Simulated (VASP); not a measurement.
Crystal: LiH.

```
Li H
1.0
    -0.02188    2.14512    2.14512
     2.14512   -0.02188    2.14512
     2.12324    2.12324    0.00000
Li H
1 1
Direct
  0.99836 0.99836 0.00164
  0.25164 0.25164 0.24836
```

This cell differs from its parent crystal: shear xy strain -2.0%.

Base run:

```yaml
Program: VASP 6.6.1
Functional: r2SCAN
Potentials_or_basis: VASP PAW PBE potentials, release 64 (Li_sv, H)
Cutoff: 520 eV
k_mesh: 10 × 10 × 10
Occupations: gaussian, width 0.01 eV
Spin: no spin polarisation
```

Its results: band gap on the k mesh 4.78 eV, indirect (least direct gap 5.82 eV).

Q: The run is repeated on the same cell with these changes: functional from r2SCAN to PBE; occupations from gaussian, width 0.01 eV to fermi-dirac, width 0.02 eV. What comes out?

A: Band gap on the k mesh 4.20 eV, indirect (least direct gap 5.25 eV).

A k mesh can miss the band edges.
